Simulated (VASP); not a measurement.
# PtSe2 (P-3m1) in VASP: further runs

Runs on PtSe2. Level: PBE. Tasks: relaxation of shape and atoms at fixed volume.

All numbers are computed with VASP 6.6.1; they aren't measurements. Logs are shortened: lines on timing, memory, paths and dates and some standing lists are left out, and cuts for length are marked.

**1. The cell of the first run**

It takes space group P-3m1 (No. 164, trigonal). The conventional cell has a = 3.789 Å, b = 3.789 Å, c = 6.579 Å, α = 90.00°, β = 90.00°, γ = 120.00°. Pt (site symmetry -3m) has 6 Se at 2.55 Å within 3.4 Å. Se (site symmetry 3m) has 3 Pt at 2.55 Å and 3 Se at 3.43 Å within 3.5 Å.

**2. Relaxation of shape and atoms at fixed volume, PBE (27.26 Å³/atom)**

File INCAR:

```
SYSTEM = PtSe2
  ALGO = Normal
  EDIFF = 1E-6
  EDIFFG = -0.01
  ENCUT = 600
  GGA = PE
  IBRION = 2
  ISIF = 4
  ISMEAR = 0
  LASPH = .TRUE.
  LCHARG = .FALSE.
  LREAL = .FALSE.
  LWAVE = .FALSE.
  NELM = 80
  NSW = 50
  PREC = Accurate
  SIGMA = 0.02
```

File KPOINTS:

```
k-points
0
G
  12 12 4
  0 0 0
```

File POSCAR:

```
PtSe2
1.0
    3.7886742631      0.0000000000      0.0000000000
   -1.8943371315      3.2810881585      0.0000000000
    0.0000000000      0.0000000000      6.5786509734
Pt Se
1 2
Direct
    0.0000000000      0.0000000000      0.0000000000
    0.3333333333      0.6666666667      0.2005958070
    0.6666666667      0.3333333333      0.7994041930
```

Potentials or basis: VASP PAW PBE potentials, release 64 (Pt, Se).

Launch:

```sh
$ cat potpaw_PBE.64/Pt/POTCAR potpaw_PBE.64/Se/POTCAR > POTCAR
$ mpirun -np 1 vasp_std > vasp.out
```

OUTCAR:

```text
SYSTEM = PtSe2
   EDIFF = 1E-6
   EDIFFG = -0.01
   ENCUT = 600
   GGA = PE
   IBRION = 2
   ISIF = 4
   ISMEAR = 0
   LASPH = .TRUE.
   LREAL = .FALSE.
   NELM = 80
   NSW = 50
   PREC = Accurate

 ion  position               nearest neighbor table
   1  0.000  0.000  0.000-   2 2.55   3 2.55   2 2.55   3 2.55   3 2.55   2 2.55
   2  0.333  0.667  0.201-   1 2.55   1 2.55   1 2.55
   3  0.667  0.333  0.799-   1 2.55   1 2.55   1 2.55

  LATTYP: Found a hexagonal cell.
 ALAT       =     3.7886742631
 C/A-ratio  =     1.7363992037

  Lattice vectors:

 A1 = (   3.7886742631,   0.0000000000,   0.0000000000)
 A2 = (  -1.8943371315,   3.2810881585,   0.0000000000)
 A3 = (   0.0000000000,   0.0000000000,   6.5786509734)

Analysis of symmetry for initial positions (statically):
=====================================================================
 Subroutine PRICEL returns:
 Original cell was already a primitive cell.

 Routine SETGRP: Setting up the symmetry group for a
 hexagonal supercell.

 Subroutine GETGRP returns: Found 12 space group operations
 (whereof 12 operations were pure point group operations)
 out of a pool of 24 trial point group operations.

The static configuration has the point symmetry D_3d.

Analysis of symmetry for dynamics (positions and initial velocities):
=====================================================================
 Subroutine PRICEL returns:
 Original cell was already a primitive cell.

 Routine SETGRP: Setting up the symmetry group for a
 hexagonal supercell.

 Subroutine GETGRP returns: Found 12 space group operations
 (whereof 12 operations were pure point group operations)
 out of a pool of 24 trial point group operations.

The dynamic configuration has the point symmetry D_3d.

 Subroutine INISYM returns: Found 12 space group operations
 (whereof 12 operations are pure point group operations),
 and found     1 'primitive' translations

----------------------------------------------------------------------------------------

                                     Primitive cell

  volume of cell :      81.7790

  direct lattice vectors                    reciprocal lattice vectors
     3.788674263  0.000000000  0.000000000     0.263944570  0.152388469  0.000000000
    -1.894337131  3.281088158  0.000000000     0.000000000  0.304776937  0.000000000
     0.000000000  0.000000000  6.578650973     0.000000000  0.000000000  0.152006848

  length of vectors
[... 107 lines left out ...]
  Thomas-Fermi vector in A             =   2.192072
   LORBIT       =      0    0 simple, 1 ext, 2 COOP (PROOUT), +10 PAW based schemes
   GGA     = PE    functional components
   LHFCALC =     F    Hartree Fock is set to
   AEXX    =    0.0000 exact exchange contribution
   IVDW    =     0    specifies the selected vdW correction
   LEPSILON=     F    determine dielectric tensor
   LRPA    =     F    only Hartree local field effects (RPA)
 conjugate gradient relaxation of ions
 non-spin polarized calculation
 Gauss-broadening in eV      SIGMA  =   0.02
  energy-cutoff  :      600.00
  volume of cell :       81.78
 maximum number of plane-waves:      2760
   NGX = 15   NGY = 15   NGZ = 27

--------------------------------------- Ionic step        1  -------------------------------------------

 number of electron      22.0000000 magnetization

 Free energy of the ion-electron system (eV)
  ---------------------------------------------------
  ext. energy  EPLUGINS =         0.00000000
  ---------------------------------------------------
  free energy    TOTEN  =       -14.28411986 eV

  energy without entropy =      -14.28411986  energy(sigma->0) =      -14.28411986

------------------------ aborting loop because EDIFF is reached ----------------------------------------

  FORCE on cell =-STRESS in cart. coord.  units (eV):
  Direction    XX          YY          ZZ          XY          YZ          ZX
  --------------------------------------------------------------------------------------
  -------------------------------------------------------------------------------------
  Total       -1.4193337     -1.4193337     -0.9562298     -0.0000000     -0.0000000      0.0000000
  in kB      -27.8069321    -27.8069321    -18.7340139     -0.0000000     -0.0000000      0.0000000
  external PRESSURE =     -24.7826260 kB  Pullay stress =       0.0000000 kB
[... 172 lines left out ...]
--------------------------------------- Ionic step        6  -------------------------------------------

 number of electron      22.0000002 magnetization

 Free energy of the ion-electron system (eV)
  ---------------------------------------------------
  ext. energy  EPLUGINS =         0.00000000
  ---------------------------------------------------
  free energy    TOTEN  =       -14.30307770 eV

  energy without entropy =      -14.30307770  energy(sigma->0) =      -14.30307770

 E-fermi :   2.8084     XC(G=0):  -8.7858

 val. band max:        2.7145627005   @ k =   0.1667   0.0000   0.0000
 cond. band min:       3.7001935692   @ k =   0.0000   0.2500   0.2500
 fundamental gap:      0.9856308687
 Fermi energy:         2.8084195640

 k-point     1 :       0.0000    0.0000    0.0000
  band No.  band energies     occupation
      1     -11.3949      2.00000
      2      -9.5819      2.00000
      3      -2.5645      2.00000
      4      -2.4821      2.00000
      5      -2.4821      2.00000
      6      -0.2471      2.00000
      7      -0.2471      2.00000
      8       1.2158      2.00000
      9       2.4602      2.00000
     10       2.5244      2.00000
     11       2.5244      2.00000
     12       5.4411      0.00000
     13       5.4411      0.00000
     14       6.9137      0.00000
[... 401 lines left out ...]
      2      -9.6353      2.00000
      3      -2.5225      2.00000
      4      -2.3184      2.00000
      5      -2.1490      2.00000
      6      -0.7290      2.00000
      7      -0.4138      2.00000
      8       0.6080      2.00000
      9       2.1800      2.00000
     10       2.4552      2.00000
     11       2.6122      2.00000
     12       4.1332      0.00000
     13       5.1250      0.00000
     14       8.4720      0.00000
     15       8.8485      0.00000

 [... further k-points ...]

------------------------ aborting loop because EDIFF is reached ----------------------------------------

  FORCE on cell =-STRESS in cart. coord.  units (eV):
  Direction    XX          YY          ZZ          XY          YZ          ZX
  --------------------------------------------------------------------------------------
  -------------------------------------------------------------------------------------
  Total       -0.0063157     -0.0063157     -0.0149776     -0.0000000      0.0000000      0.0000000
  in kB       -0.1237342     -0.1237342     -0.2934341     -0.0000000      0.0000000      0.0000000
  external PRESSURE =      -0.1803008 kB  Pullay stress =       0.0000000 kB
[... 18 lines left out ...]
  FREE ENERGIE OF THE ION-ELECTRON SYSTEM (eV)
  ---------------------------------------------------
  free  energy   TOTEN  =       -14.3030776999 eV

  energy  without entropy=      -14.3030776999  energy(sigma->0) =      -14.30307770

 reached required accuracy - stopping structural energy minimisation
```

OSZICAR:

```text
N       E                     dE             d eps       ncg     rms          rms(c)
DAV:   1     0.131034391001E+03    0.13103E+03   -0.10487E+04  2078   0.140E+03
DAV:   2    -0.823302412442E+01   -0.13927E+03   -0.13559E+03  2666   0.243E+02
[... 48 lines left out ...]
DAV:   1    -0.143055769259E+02   -0.27508E-02   -0.11917E-01  2077   0.244E+00    0.241E-01
DAV:   2    -0.143036400043E+02    0.19369E-02   -0.53036E-03  2308   0.631E-01    0.122E-01
DAV:   3    -0.143031996016E+02    0.44040E-03   -0.10195E-03  2539   0.281E-01    0.563E-02
DAV:   4    -0.143030748008E+02    0.12480E-03   -0.41746E-04  2476   0.139E-01    0.271E-02
DAV:   5    -0.143030756692E+02   -0.86835E-06   -0.33429E-05  2392   0.402E-02    0.907E-03
DAV:   6    -0.143030771014E+02   -0.14322E-05   -0.39179E-06  2343   0.135E-02    0.348E-03
DAV:   7    -0.143030776999E+02   -0.59855E-06   -0.60659E-07  1693   0.652E-03
   6 F= -.14303078E+02 E0= -.14303078E+02  d E =-.138348E-02
```

It took 7.3 min on 1 thread of Intel Xeon 8259CL, shared host; peak memory 0.29 GiB.

What came out:

```yaml
Free_energy: -14.3031 eV
Energy_gained_by_relaxing: 6.3 meV/atom
Ionic_steps: 6
Pressure_after_relaxing: 0.0 GPa
Band_gap_on_the_k_mesh: 0.99 eV (least direct gap 1.12 eV)
```

Forces on the atoms (eV/Å):
```
Pt   0.000  0.000  0.000
Se   0.000  0.000  0.002
Se   0.000  0.000 -0.002
```

The path:
| step | energy change (eV) | largest force (eV/Å) | pressure (GPa) | volume (Å³) |
| --- | --- | --- | --- | --- |
| 1 | 0.0000 | 0.3540 | -2.48 | 81.78 |
| 2 | -0.0116 | 0.1915 | -1.56 | 81.78 |
| 3 | -0.0175 | 0.0219 | -0.35 | 81.78 |
| 4 | -0.0176 | 0.0460 | -0.21 | 81.78 |
| 5 | -0.0187 | 0.0218 | -0.10 | 81.78 |
| 6 | -0.0190 | 0.0021 | -0.02 | 81.78 |

Final structure:
```cif
data_structure
_symmetry_space_group_name_H-M 'P 1'
_symmetry_Int_Tables_number 1
_cell_length_a 3.7501
_cell_length_b 3.7501
_cell_length_c 6.7147
_cell_angle_alpha 90.000
_cell_angle_beta 90.000
_cell_angle_gamma 120.000
_cell_volume 81.78
loop_
_atom_site_label
_atom_site_type_symbol
_atom_site_fract_x
_atom_site_fract_y
_atom_site_fract_z
_atom_site_occupancy
Pt1 Pt 0.00000 0.00000 0.00000 1
Se1 Se 0.33333 0.66667 0.19467 1
Se2 Se 0.66667 0.33333 0.80533 1
```

Caveat: spin-orbit coupling is left out, which moves the levels of the heavy elements; this functional lacks dispersion, which binds the layers, so the pressure and a relaxed spacing across them are unreliable.

**3. Relaxation of shape and atoms at fixed volume, PBE (28.05 Å³/atom)**

This run uses another cell than the first one, of 28.05 Å³/atom.

File INCAR:

```
SYSTEM = PtSe2
  PREC = Accurate
  ENCUT = 600
  EDIFF = 1E-6
  ISMEAR = 0
  SIGMA = 0.02
  LREAL = .False.
  LASPH = .True.
  NELM = 80
  ALGO = Normal
  ISIF = 4
  LWAVE = .False.
  LCHARG = .False.
  GGA = PE
  IBRION = 2
  NSW = 50
  EDIFFG = -0.01
```

File KPOINTS:

```
Automatic mesh
0
Gamma
  12 12 4
  0 0 0
```

File POSCAR:

```
PtSe2
1.0
    3.7903028696      0.0000000000      0.0000000000
   -1.8951514348      3.2824985731      0.0000000000
    0.0000000000      0.0000000000      6.7644453628
Pt Se
1 2
Direct
    0.0000000000      0.0000000000      0.0000000000
    0.3333333333      0.6666666667      0.1948788441
    0.6666666667      0.3333333333      0.8051211559
```

Potentials or basis: VASP PAW PBE potentials, release 64 (Pt, Se).

Launch:

```sh
$ cat potpaw_PBE.64/Pt/POTCAR potpaw_PBE.64/Se/POTCAR > POTCAR
$ mpirun -np 1 vasp_std > vasp.out
```

OUTCAR:

```text
SYSTEM = PtSe2
   PREC = Accurate
   ENCUT = 600
   EDIFF = 1E-6
   ISMEAR = 0
   LREAL = .False.
   LASPH = .True.
   NELM = 80
   ISIF = 4
   GGA = PE
   IBRION = 2
   NSW = 50
   EDIFFG = -0.01

 ion  position               nearest neighbor table
   1  0.000  0.000  0.000-   2 2.55   3 2.55   2 2.55   3 2.55   3 2.55   2 2.55
   2  0.333  0.667  0.195-   1 2.55   1 2.55   1 2.55
   3  0.667  0.333  0.805-   1 2.55   1 2.55   1 2.55

  LATTYP: Found a hexagonal cell.
 ALAT       =     3.7903028696
 C/A-ratio  =     1.7846714618

  Lattice vectors:

 A1 = (   3.7903028696,   0.0000000000,   0.0000000000)
 A2 = (  -1.8951514348,   3.2824985731,   0.0000000000)
 A3 = (   0.0000000000,   0.0000000000,   6.7644453628)

Analysis of symmetry for initial positions (statically):
=====================================================================
[... 386 lines left out ...]
      8       1.0037      2.00000
      9       2.1383      2.00000
     10       2.2896      2.00000
     11       2.2896      2.00000
     12       5.2168      0.00000
     13       5.2168      0.00000
     14       6.6356      0.00000
[... 401 lines left out ...]
      2      -9.8678      2.00000
      3      -2.7470      2.00000
      4      -2.5503      2.00000
      5      -2.3858      2.00000
      6      -0.9600      2.00000
      7      -0.6470      2.00000
      8       0.3796      2.00000
      9       1.9809      2.00000
     10       2.2191      2.00000
     11       2.3271      2.00000
     12       3.9005      0.00000
     13       4.9034      0.00000
     14       8.1816      0.00000
     15       8.5927      0.00000

 [... further k-points ...]

------------------------ aborting loop because EDIFF is reached ----------------------------------------

  FORCE on cell =-STRESS in cart. coord.  units (eV):
  Direction    XX          YY          ZZ          XY          YZ          ZX
  --------------------------------------------------------------------------------------
  -------------------------------------------------------------------------------------
  Total       -0.0186139     -0.0186139     -0.0262660      0.0000000      0.0000000      0.0000000
  in kB       -0.3543532     -0.3543532     -0.5000271      0.0000000      0.0000000      0.0000000
  external PRESSURE =      -0.4029112 kB  Pullay stress =       0.0000000 kB
[... 18 lines left out ...]
  FREE ENERGIE OF THE ION-ELECTRON SYSTEM (eV)
  ---------------------------------------------------
  free  energy   TOTEN  =       -14.3025234202 eV

  energy  without entropy=      -14.3025234202  energy(sigma->0) =      -14.30252342

 reached required accuracy - stopping structural energy minimisation
```

Wall time 9.1 min (1 thread of Intel Xeon 8259CL, shared host); peak memory 0.3 GiB.

What came out:

```yaml
Free_energy: -14.3025 eV
Energy_gained_by_relaxing: 6.5 meV/atom
Ionic_steps: 6
Pressure_after_relaxing: 0.0 GPa
Band_gap_on_the_k_mesh: 1.06 eV (least direct gap 1.20 eV)
```

The path:
```tsv
step	energy change (eV)	largest force (eV/Å)	pressure (GPa)	volume (Å³)
1	0.0000	0.3487	-2.46	84.16
2	-0.0117	0.1902	-1.56	84.16
3	-0.0180	0.0264	-0.33	84.16
4	-0.0180	0.0499	-0.19	84.16
5	-0.0191	0.0222	-0.11	84.16
6	-0.0194	0.0017	-0.04	84.16
```

Final structure:
```
CELL_PARAMETERS angstrom
3.74985 0.00000 0.00000
-1.87493 3.24747 0.00000
0.00000 0.00000 6.91117
ATOMIC_POSITIONS crystal
Pt 0.00000 0.00000 0.00000
Se 0.33333 0.66667 0.18916
Se 0.66667 0.33333 0.81084
```

Caveat: spin-orbit coupling is left out, which moves the levels of the heavy elements; this functional lacks dispersion, which binds the layers, so the pressure and a relaxed spacing across them are unreliable.

**4. Relaxation of shape and atoms at fixed volume, PBE (29.11 Å³/atom)**

This run uses another cell than the first one, of 29.11 Å³/atom.

File INCAR:

```
PREC = Accurate
ENCUT = 600
EDIFF = 1E-6
ISMEAR = 0
SIGMA = 0.02
LREAL = False
LASPH = True
NELM = 60
ALGO = Normal
ISIF = 4
LWAVE = False
LCHARG = False
GGA = PE
IBRION = 2
NSW = 50
EDIFFG = -0.01
```

File KPOINTS:

```
regular mesh
0
Gamma
  12 12 4
```

File POSCAR:

```
PtSe2
1.0
    3.8004569106      0.0000000000      0.0000000000
   -1.9002284553      3.2912922306      0.0000000000
    0.0000000000      0.0000000000      6.9822471263
Pt Se
1 2
Direct
    0.0000000000      0.0000000000      0.0000000000
    0.3333333333      0.6666666667      0.1893559775
    0.6666666667      0.3333333333      0.8106440225
```

Launch:

```sh
$ cat potpaw_PBE.64/Pt/POTCAR potpaw_PBE.64/Se/POTCAR > POTCAR
$ mpirun -np 1 vasp_std > vasp.out
```

Wall time 8.5 min (1 thread of Intel Xeon 8259CL, shared host); peak memory 0.31 GiB.

It converged, with:

```yaml
Free_energy: -14.3015 eV
Energy_gained_by_relaxing: 10.4 meV/atom
Ionic_steps: 6
Pressure_after_relaxing: 0.0 GPa
Band_gap_on_the_k_mesh: 1.13 eV (least direct gap 1.28 eV)
```

The path:
```
step  energy change (eV)  largest force (eV/Å)  pressure (GPa)  volume (Å³)
   1              0.0000                0.4429           -2.99        87.34
   2             -0.0188                0.2454           -1.91        87.34
   3             -0.0291                0.0357           -0.39        87.34
   4             -0.0292                0.0617           -0.24        87.34
   5             -0.0310                0.0275           -0.13        87.34
   6             -0.0313                0.0018           -0.05        87.34
```

Final structure:
```
Pt Se
1.0
     3.74930    0.00000    0.00000
    -1.87465    3.24699    0.00000
     0.00000    0.00000    7.17409
Pt Se
1 2
Direct
  0.00000 0.00000 0.00000
  0.33333 0.66667 0.18226
  0.66667 0.33333 0.81774
```

Levels at points of the mesh, in eV from the valence-band top:
| k point | band 9 | band 10 | band 11 | band 12 | band 13 | band 14 |
| --- | --- | --- | --- | --- | --- | --- |
| (0.00, 0.00, 0.00) | -0.35 | -0.11 | -0.11 | 2.83 | 2.83 | 4.19 |
| (0.50, 0.00, 0.00) | -2.01 | -1.91 | -1.54 | 2.20 | 2.63 | 4.72 |
| (0.00, 0.00, 0.50) | -0.94 | -0.12 | -0.12 | 2.85 | 2.85 | 5.37 |
| (0.50, 0.00, 0.50) | -2.03 | -1.89 | -1.35 | 2.30 | 2.57 | 4.54 |

Caveat: spin-orbit coupling is left out, which moves the levels of the heavy elements; this functional lacks dispersion, which binds the layers, so the pressure and a relaxed spacing across them are unreliable. A k mesh can miss the band edges.

**5. Summary**

```tsv
cell	gap on the mesh (eV)	pressure (GPa)	relaxed volume (Å³/atom)
relaxed from a = 3.789, b = 3.789, c = 6.579 Å, angles 90.0, 90.0, 120.0°, 3 atoms, atomic positions A	0.99	0.0	27.26
relaxed from a = 3.790, b = 3.790, c = 6.764 Å, angles 90.0, 90.0, 120.0°, 3 atoms, atomic positions B	1.06	0.0	28.05
relaxed from a = 3.800, b = 3.800, c = 6.982 Å, angles 90.0, 90.0, 120.0°, 3 atoms, atomic positions C	1.13	0.0	29.11
```

Alike in all rows: task relaxation of shape and atoms at fixed volume; level PBE; potentials or basis VASP PAW PBE potentials, release 64 (Pt, Se); no spin polarisation; k mesh 12 × 12 × 4; cutoff (eV) 600; smearing gaussian 0.02 eV.

Caveats: spin-orbit coupling is left out, which moves the levels of the heavy elements; this functional lacks dispersion, which binds the layers, so the pressure and a relaxed spacing across them are unreliable.

Absolute energies hang on the potentials; compare differences alone.
